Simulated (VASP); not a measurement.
# LiW (Cmmm) in VASP: further runs

Runs on LiW. Level: PBE. Tasks: single point, relaxation of cell and atoms.

All numbers are computed with VASP 6.6.1; they aren't measurements. Logs are shortened: lines on timing, memory, paths and dates and some standing lists are left out, and cuts for length are marked.

### Step 1. The cell of the first run

The structure is orthorhombic, space group Cmmm (No. 65). Conventional cell: a = 3.023 Å, b = 4.336 Å, c = 4.208 Å, α = 90.00°, β = 90.00°, γ = 90.00°. Li (site symmetry mmm) has 8 W at 2.59 to 3.02 Å and 6 Li at 2.64 to 3.02 Å within 3.4 Å. W (site symmetry mmm) has 8 Li at 2.59 to 3.02 Å and 6 W at 2.64 to 3.02 Å within 3.4 Å.

The cell was built from a structure type or drawn by symmetry, and may not be a known phase.

### Step 2. Single point, PBE

Input file INCAR:

```
SYSTEM = LiW
ALGO     = Normal         ! electronic algorithm
EDIFF    = 1E-6           ! SCF threshold, eV
ENCUT    = 750            ! plane-wave cutoff, eV
GGA      = PE             ! functional
GGA_COMPAT= .False.      
ISIF     = 2              ! what is computed and relaxed
ISMEAR   = 0              ! smearing method
LASPH    = .True.         ! aspherical terms in the spheres
LCHARG   = .True.         ! write CHGCAR
LELF     = .True.         ! ELF
LREAL    = .False.        ! projectors in reciprocal space
LVHAR    = .True.       
LWAVE    = .False.        ! write WAVECAR
NBANDS   = 16             ! bands
NELM     = 120            ! most SCF steps
PREC     = Accurate       ! precision mode
SIGMA    = 0.1            ! smearing width, eV
```

Input file KPOINTS:

```
k-points
0
Gamma
  8 8 4
  0 0 0
```

Input file POSCAR:

```
LiW
1.0
    1.5116776700     -2.1679112400      0.0000000000
    1.5116776700      2.1679112400      0.0000000000
    0.0000000000      0.0000000000      4.2084185400
Li W
1 1
Direct
    0.5000000000      0.5000000000      0.5000000000
    0.0000000000      0.0000000000      0.0000000000
```

Potentials or basis: VASP PAW PBE potentials, release 64 (Li_sv, W_sv).

Started as:

```sh
cat potpaw_PBE.64/Li_sv/POTCAR potpaw_PBE.64/W_sv/POTCAR > POTCAR
mpirun -np 1 vasp_std > vasp.out
```

OUTCAR:

```text
SYSTEM = LiW
   EDIFF = 1E-6
   ENCUT = 750
   GGA = PE
   ISIF = 2
   ISMEAR = 0
   LASPH = .True.
   LREAL = .False.
   NELM = 120
   PREC = Accurate

 ion  position               nearest neighbor table
   1  0.500  0.500  0.500-   2 2.59   2 2.59   2 2.59   2 2.59   2 3.02   2 3.02   2 3.02   2 3.02

   2  0.000  0.000  0.000-   1 2.59   1 2.59   1 2.59   1 2.59   1 3.02   1 3.02   1 3.02   1 3.02

  LATTYP: Found a base centered orthorhombic cell.
 ALAT       =     3.0233553400
 B/A-ratio  =     1.4341094554
 C/A-ratio  =     1.3919695394

  Lattice vectors:

 A1 = (   1.5116776700,  -2.1679112400,   0.0000000000)
 A2 = (   1.5116776700,   2.1679112400,   0.0000000000)
 A3 = (   0.0000000000,   0.0000000000,   4.2084185400)

Analysis of symmetry for initial positions (statically):
=====================================================================
 Subroutine PRICEL returns:
 Original cell was already a primitive cell.

 Routine SETGRP: Setting up the symmetry group for a
 base centered orthorhombic supercell.

 Subroutine GETGRP returns: Found  8 space group operations
 (whereof  8 operations were pure point group operations)
 out of a pool of  8 trial point group operations.

The static configuration has the point symmetry D_2h.

Analysis of symmetry for dynamics (positions and initial velocities):
=====================================================================
 Subroutine PRICEL returns:
 Original cell was already a primitive cell.

 Routine SETGRP: Setting up the symmetry group for a
 base centered orthorhombic supercell.

 Subroutine GETGRP returns: Found  8 space group operations
 (whereof  8 operations were pure point group operations)
 out of a pool of  8 trial point group operations.

The dynamic configuration has the point symmetry D_2h.

 Subroutine INISYM returns: Found  8 space group operations
 (whereof  8 operations are pure point group operations),
 and found     1 'primitive' translations

----------------------------------------------------------------------------------------

                                     Primitive cell

  volume of cell :      27.5835

  direct lattice vectors                    reciprocal lattice vectors
     1.511677670 -2.167911240  0.000000000     0.330758342 -0.230636749  0.000000000
     1.511677670  2.167911240  0.000000000     0.330758342  0.230636749  0.000000000
     0.000000000  0.000000000  4.208418540     0.000000000  0.000000000  0.237618951

  length of vectors
     2.642916670  2.642916670  4.208418540     0.403229948  0.403229948  0.237618951

  position of ions in fractional coordinates (direct lattice)
     0.500000000  0.500000000  0.500000000
     0.000000000  0.000000000  0.000000000

  ion indices of the primitive-cell ions
   primitive index   ion index
                 1           1
                 2           2

----------------------------------------------------------------------------------------

 KPOINTS: k-points

Automatic generation of k-mesh.
 Grid dimensions read from file:
 generate k-points for:    8    8    4

 Generating k-lattice:

  Cartesian coordinates                     Fractional coordinates (reciprocal lattice)
     0.041344793 -0.028829594  0.000000000     0.125000000  0.000000000  0.000000000
     0.041344793  0.028829594  0.000000000     0.000000000  0.125000000  0.000000000
     0.000000000  0.000000000  0.059404738     0.000000000  0.000000000  0.250000000

  Length of vectors
     0.050403743  0.050403743  0.059404738

  Shift w.r.t. Gamma in fractional coordinates (k-lattice)
     0.000000000  0.000000000  0.000000000

 Subroutine IBZKPT returns following result:
 ===========================================

 Found     63 irreducible k-points:

 Following reciprocal coordinates:
            Coordinates               Weight
  0.000000  0.000000  0.000000      1.000000
  0.125000  0.000000  0.000000      4.000000
  0.250000  0.000000  0.000000      4.000000
  0.375000  0.000000  0.000000      4.000000
  0.500000  0.000000  0.000000      2.000000
[... 43 lines left out ...]
  free energy    TOTEN  =       -13.47482281 eV

  energy without entropy =      -13.46455328  energy(sigma->0) =      -13.46968805

 E-fermi :   6.9876     XC(G=0): -11.5180

 val. band max:        6.9275449369   @ k =  -0.2500   0.2500   0.0000
 cond. band min:       7.0068406721   @ k =  -0.2500   0.2500   0.2500
 fundamental gap:      0.0792957351
 Fermi energy:         6.9875565805

 k-point     1 :       0.0000    0.0000    0.0000
  band No.  band energies     occupation
      1     -66.5560      2.00000
      2     -37.6936      2.00000
      3     -30.9258      2.00000
      4     -30.2105      2.00000
      5     -29.9035      2.00000
      6      -0.2725      2.00000
[... 8 lines left out ...]
     15      21.4420      0.00000
     16      26.9704      0.00000

 k-point     2 :       0.1250    0.0000    0.0000
  band No.  band energies     occupation
      1     -66.5403      2.00000
      2     -37.6879      2.00000
      3     -30.9008      2.00000
      4     -30.3402      2.00000
      5     -29.9886      2.00000
      6       0.3022      2.00000
[... 8 lines left out ...]
     15      21.3966      0.00000
     16      25.2932      0.00000

 k-point     3 :       0.2500    0.0000    0.0000
  band No.  band energies     occupation
      1     -66.5024      2.00000
      2     -37.6742      2.00000
      3     -30.8398      2.00000
      4     -30.7628      2.00000
      5     -30.0642      2.00000
      6       1.5467      2.00000
[... 8 lines left out ...]
     15      21.8620      0.00000
     16      23.5662      0.00000

 k-point     4 :       0.3750    0.0000    0.0000
  band No.  band energies     occupation
      1     -66.4642      2.00000
      2     -37.6606      2.00000
      3     -31.2002      2.00000
      4     -30.7782      2.00000
      5     -30.0992      2.00000
      6       2.3336      2.00000
[... 8 lines left out ...]
     15      21.2777      0.00000
     16      21.7733      0.00000
[... 324 lines left out ...]
 k-point    22 :       0.0000    0.0000    0.2500
  band No.  band energies     occupation
      1     -66.5559      2.00000
      2     -37.6964      2.00000
      3     -30.9236      2.00000
      4     -30.2103      2.00000
      5     -29.9034      2.00000
      6      -0.1009      2.00000
[... 8 lines left out ...]
     15      22.5656      0.00000
     16      24.5238      0.00000

 k-point    23 :       0.1250    0.0000    0.2500
  band No.  band energies     occupation
      1     -66.5402      2.00000
      2     -37.6902      2.00000
      3     -30.8994      2.00000
      4     -30.3405      2.00000
      5     -29.9884      2.00000
      6       0.5114      2.00000
[... 8 lines left out ...]
     15      21.9776      0.00000
     16      23.5282      0.00000

 k-point    24 :       0.2500    0.0000    0.2500
  band No.  band energies     occupation
      1     -66.5023      2.00000
      2     -37.6752      2.00000
      3     -30.8407      2.00000
      4     -30.7637      2.00000
      5     -30.0642      2.00000
      6       1.8375      2.00000
[... 8 lines left out ...]
     15      20.9161      0.00000
     16      23.3381      0.00000

 [... further k-points ...]
[... 5 lines left out ...]
  --------------------------------------------------------------------------------------
  -------------------------------------------------------------------------------------
  Total        0.4209662     -0.2160613      4.1964461     -0.0000000      0.0000000      0.0000000
  in kB       24.4516539    -12.5498339    243.7488744     -0.0000000      0.0000000      0.0000000
  external PRESSURE =      85.2168981 kB  Pullay stress =       0.0000000 kB

 VOLUME and BASIS-vectors are now :
 -----------------------------------------------------------------------------
  energy-cutoff  :      750.00
  volume of cell :       27.58
      direct lattice vectors                 reciprocal lattice vectors
     1.511677670 -2.167911240  0.000000000     0.330758342 -0.230636749  0.000000000
     1.511677670  2.167911240  0.000000000     0.330758342  0.230636749  0.000000000
     0.000000000  0.000000000  4.208418540     0.000000000  0.000000000  0.237618951

 POSITION                                       TOTAL-FORCE (eV/Angst)
 -----------------------------------------------------------------------------------
      1.51168      0.00000      2.10421         0.000000      0.000000      0.000000
      0.00000      0.00000      0.00000        -0.000000     -0.000000      0.000000
 -----------------------------------------------------------------------------------
    total drift:                                0.000000      0.000000      0.000000

  FREE ENERGIE OF THE ION-ELECTRON SYSTEM (eV)
  ---------------------------------------------------
  free  energy   TOTEN  =       -13.4748228099 eV

  energy  without entropy=      -13.4645532831  energy(sigma->0) =      -13.46968805
```

It took 11 s on 1 thread of Intel Xeon 6975P-C (Granite Rapids), shared host; peak memory 0.19 GiB.

What came out:

```yaml
Free_energy: -13.4748 eV
Pressure: 8.5 GPa
Band_gap_on_the_k_mesh: zero (an odd number of electrons rules out a gap without spin polarisation)
```

Caveat: the k points lie up to 0.37 Å⁻¹ apart, too coarse for converged energies and pressures of a metal; spin-orbit coupling is left out, which moves the levels of the heavy elements.

### Step 3. Single point, PBE

This run uses another cell than the first one, of 15.81 Å³/atom.

Input file INCAR:

```
PREC = Accurate
ENCUT = 750
EDIFF = 1E-6
ISMEAR = 0
SIGMA = 0.1
LREAL = F
LASPH = T
NELM = 120
ALGO = Normal
ISIF = 2
LWAVE = F
LCHARG = F
GGA = PE
NBANDS = 16
GGA_COMPAT = F
```

Input file KPOINTS:

```
Automatic mesh
0
Gamma
  8 8 4
```

Input file POSCAR:

```
LiW
1.0
    1.4436672203     -2.1944062642      0.0000000000
    1.4436672203      2.1944062642      0.0000000000
    0.0000000000      0.0000000000      4.9904001790
Li W
1 1
Direct
    0.5000000000      0.5000000000      0.5000000000
    0.0000000000      0.0000000000      0.0000000000
```

Potentials or basis: VASP PAW PBE potentials, release 64 (Li_sv, W_sv).

Started as:

```sh
cat potpaw_PBE.64/Li_sv/POTCAR potpaw_PBE.64/W_sv/POTCAR > POTCAR
mpirun -np 1 vasp_std > vasp.out
```

Wall time 14 s (1 thread of Intel Xeon 6975P-C (Granite Rapids), shared host); peak memory 0.2 GiB.

It converged, with:

| Property | Result |
| --- | --- |
| Free energy | -13.8770 eV |
| Pressure | 0.2 GPa |
| Band gap on the k mesh | zero (an odd number of electrons rules out a gap without spin polarisation) |

Stress tensor (GPa, compression positive):
```
 0.24  0.00  0.00
 0.00  0.37  0.00
 0.00  0.00 -0.10
```

Levels at points of the mesh, in eV from the Fermi level:
| k point | band 5 | band 6 | band 7 | band 8 | band 9 | band 10 | band 11 | band 12 | band 13 | band 14 |
| --- | --- | --- | --- | --- | --- | --- | --- | --- | --- | --- |
| (0.00, 0.00, 0.00) | -36.96 | -7.27 | -3.34 | -1.53 | -0.69 | 1.78 | 3.32 | 4.10 | 5.85 | 14.37 |
| (0.50, 0.00, 0.00) | -37.26 | -4.64 | -3.21 | -1.41 | 1.54 | 2.94 | 5.24 | 6.31 | 6.41 | 8.78 |
| (0.50, 0.50, 0.00) | -37.80 | -4.82 | -2.74 | 0.52 | 0.97 | 1.24 | 6.10 | 7.21 | 7.36 | 9.77 |
| (0.00, 0.00, 0.50) | -36.96 | -7.10 | -2.74 | -2.27 | -1.53 | 1.79 | 3.27 | 4.08 | 8.36 | 11.99 |
| (0.50, 0.00, 0.50) | -37.26 | -4.55 | -3.21 | 0.42 | 0.68 | 1.66 | 2.94 | 5.57 | 8.37 | 10.66 |
| (0.50, 0.50, 0.50) | -37.80 | -4.85 | -3.23 | 0.97 | 1.11 | 3.71 | 4.38 | 5.24 | 7.21 | 10.66 |

Caveat: spin-orbit coupling is left out, which moves the levels of the heavy elements.

### Step 4. Relaxation of cell and atoms, PBE

Input file INCAR:

```
PREC     = Accurate       # precision mode
ENCUT    = 750            # plane-wave cutoff, eV
EDIFF    = 1E-7           # SCF threshold, eV
ISMEAR   = 0              # smearing method
SIGMA    = 0.1            # smearing width, eV
LREAL    = False          # projectors in reciprocal space
LASPH    = True           # aspherical terms in the spheres
NELM     = 120            # most SCF steps
ALGO     = Normal         # electronic algorithm
ISIF     = 3              # what is computed and relaxed
LWAVE    = False          # write WAVECAR
LCHARG   = False          # write CHGCAR
GGA      = PE             # functional
IBRION   = 2              # ionic algorithm
NSW      = 90             # ionic steps
EDIFFG   = -0.04          # ionic threshold
GGA_COMPAT= False        
NELMIN   = 4
```

Input file KPOINTS:

```
regular mesh
0
Gamma
  8 8 4
```

Input file POSCAR:

```
LiW
1.0
    1.5116776700     -2.1679112400      0.0000000000
    1.5116776700      2.1679112400      0.0000000000
    0.0000000000      0.0000000000      4.2084185400
Li W
1 1
Direct
    0.5000000000      0.5000000000      0.5000000000
    0.0000000000      0.0000000000      0.0000000000
```

Started as:

```sh
cat potpaw_PBE.64/Li_sv/POTCAR potpaw_PBE.64/W_sv/POTCAR > POTCAR
mpirun -np 1 vasp_std > vasp.out
```

Run time: 66 s. Hardware: 1 thread of Intel Xeon 6975P-C (Granite Rapids), shared host; peak memory 0.2 GiB.

The run converged. Its results:

* Free energy: -13.8730 eV
* Relaxed volume: 15.82 Å³/atom
* Relaxed cell: a = 2.628 Å, b = 2.628 Å, c = 4.986 Å, α = 90.00°, β = 90.00°, γ = 113.30°
* Space group after relaxing (to 0.1 Å): Cmmm (No. 65)
* Energy gained by relaxing: 199.1 meV/atom
* Ionic steps: 10
* Pressure after relaxing: 0.0 GPa
* Band gap on the k mesh: zero (an odd number of electrons rules out a gap without spin polarisation)

Stress tensor (GPa, compression positive):
```
-0.04  0.00  0.00
 0.00  0.07  0.00
 0.00  0.00 -0.03
```

The path:
| step | energy change (eV) | largest force (eV/Å) | pressure (GPa) | volume (Å³) |
| --- | --- | --- | --- | --- |
| 1 | 0.0000 | 0.0000 | 8.52 | 27.58 |
| 2 | -0.2827 | 0.0000 | -0.55 | 30.52 |
| 3 | -0.3185 | 0.0000 | -4.19 | 32.41 |
| 4 | -0.3495 | 0.0000 | 4.45 | 31.41 |
| 5 | -0.3670 | 0.0000 | 0.99 | 31.77 |
| 6 | -0.3902 | 0.0000 | 0.30 | 31.82 |
| 7 | -0.3951 | 0.0000 | 0.38 | 31.82 |
| 8 | -0.3965 | 0.0000 | -1.44 | 31.98 |
| 9 | -0.3974 | 0.0000 | -0.76 | 31.92 |
| 10 | -0.3982 | 0.0000 | 0.00 | 31.63 |

Final structure:
```
Li W
1.0
     1.44487   -2.19528    0.00000
     1.44487    2.19528    0.00000
     0.00000    0.00000    4.98646
Li W
1 1
Direct
  0.50000 0.50000 0.50000
  0.00000 0.00000 0.00000
```

Levels at points of the mesh, in eV from the Fermi level:
| k point | band 5 | band 6 | band 7 | band 8 | band 9 | band 10 | band 11 | band 12 |
| --- | --- | --- | --- | --- | --- | --- | --- | --- |
| (0.00, 0.00, 0.00) | -36.97 | -7.27 | -3.33 | -1.53 | -0.68 | 1.78 | 3.31 | 4.09 |
| (0.50, 0.00, 0.00) | -37.26 | -4.63 | -3.21 | -1.42 | 1.53 | 2.94 | 5.23 | 6.32 |
| (0.50, 0.50, 0.00) | -37.80 | -4.81 | -2.73 | 0.52 | 0.97 | 1.23 | 6.10 | 7.37 |
| (0.00, 0.00, 0.50) | -36.97 | -7.09 | -2.73 | -2.26 | -1.53 | 1.79 | 3.26 | 4.08 |
| (0.50, 0.00, 0.50) | -37.26 | -4.54 | -3.21 | 0.42 | 0.68 | 1.65 | 2.94 | 5.55 |
| (0.50, 0.50, 0.50) | -37.80 | -4.84 | -3.23 | 0.97 | 1.10 | 3.70 | 4.39 | 5.24 |

Caveat: the k points lie up to 0.33 Å⁻¹ apart in the final cell, too coarse for converged energies and pressures of a metal; a cell axis changed by over 15 % at a fixed basis, so the end point is rough; spin-orbit coupling is left out, which moves the levels of the heavy elements.

### Step 5. Single point, PBE

This run uses another cell than the first one, of 15.69 Å³/atom.

Input file INCAR:

```
PREC     = Accurate       # precision mode
ENCUT    = 750            # plane-wave cutoff, eV
EDIFF    = 1E-6           # SCF threshold, eV
ISMEAR   = 0              # smearing method
SIGMA    = 0.1            # smearing width, eV
LREAL    = False          # projectors in reciprocal space
LASPH    = True           # aspherical terms in the spheres
NELM     = 120            # most SCF steps
ALGO     = Normal         # electronic algorithm
ISIF     = 2              # what is computed and relaxed
LWAVE    = False          # write WAVECAR
LCHARG   = True           # write CHGCAR
GGA      = PE             # functional
LELF     = True           # ELF
LVHAR    = True         
NBANDS   = 16             # bands
GGA_COMPAT= False
```

Input file KPOINTS:

```
regular mesh
0
Gamma
  22 22 12
```

Input file POSCAR:

```
LiW
1.0
    1.4566238964     -2.1722324122      0.0000000000
    1.4566238964      2.1722324122      0.0000000000
    0.0000000000      0.0000000000      4.9602027233
Li W
1 1
Direct
    0.5000000000      0.5000000000      0.5000000000
    0.0000000000      0.0000000000      0.0000000000
```

Started as:

```sh
cat potpaw_PBE.64/Li_sv/POTCAR potpaw_PBE.64/W_sv/POTCAR > POTCAR
mpirun -np 1 vasp_std > vasp.out
```

Wall time 2.9 min (1 thread of Intel Xeon 6975P-C (Granite Rapids), shared host); peak memory 0.8 GiB.

The run converged. Its results:

```
Free energy            : -13.8766 eV
Pressure               : 0.2 GPa
Band gap on the k mesh : zero (an odd number of electrons rules out a gap without spin polarisation)
```

Stress tensor (GPa, compression positive):
```
 0.31  0.00  0.00
 0.00  0.49  0.00
 0.00  0.00 -0.13
```

Levels at points of the mesh, in eV from the Fermi level:
| k point | band 7 | band 8 | band 9 | band 10 | band 11 | band 12 |
| --- | --- | --- | --- | --- | --- | --- |
| (0.00, 0.00, 0.00) | -3.31 | -1.81 | -0.58 | 2.01 | 3.31 | 4.12 |
| (0.50, 0.00, 0.00) | -3.23 | -1.40 | 1.52 | 3.04 | 5.08 | 6.38 |
| (0.50, 0.50, 0.00) | -2.73 | 0.64 | 1.10 | 1.16 | 6.32 | 7.29 |
| (0.00, 0.00, 0.50) | -2.64 | -2.22 | -1.80 | 2.02 | 3.26 | 4.10 |
| (0.50, 0.00, 0.50) | -3.23 | 0.45 | 0.74 | 1.64 | 3.04 | 5.33 |
| (0.50, 0.50, 0.50) | -3.21 | 0.96 | 1.11 | 3.90 | 4.61 | 5.47 |

Caveat: spin-orbit coupling is left out, which moves the levels of the heavy elements.

### Step 6. The runs side by side

```csv
task,cell,k mesh,gap on the mesh (eV),pressure (GPa)
single point,"a = 2.643, b = 2.643, c = 4.208 Å, angles 90.0, 90.0, 110.2°, 2 atoms",8 × 8 × 4,none,8.5
single point,"a = 2.627, b = 2.627, c = 4.990 Å, angles 90.0, 90.0, 113.3°, 2 atoms",8 × 8 × 4,none,0.2
relaxation of cell and atoms,"relaxed from a = 2.643, b = 2.643, c = 4.208 Å, angles 90.0, 90.0, 110.2°, 2 atoms",8 × 8 × 4,none,0.0
single point,"a = 2.615, b = 2.615, c = 4.960 Å, angles 90.0, 90.0, 112.3°, 2 atoms",22 × 22 × 12,none,0.2
```

Alike in all rows: level PBE; potentials or basis VASP PAW PBE potentials, release 64 (Li_sv, W_sv); no spin polarisation; cutoff (eV) 750; smearing gaussian 0.1 eV.

Caveats: some runs use coarse meshes; spin-orbit coupling is left out, which moves the levels of the heavy elements; a cell axis changed by over 15 % at a fixed basis, so the end point is rough (at least some runs).

Absolute energies hang on the potentials; compare differences alone.
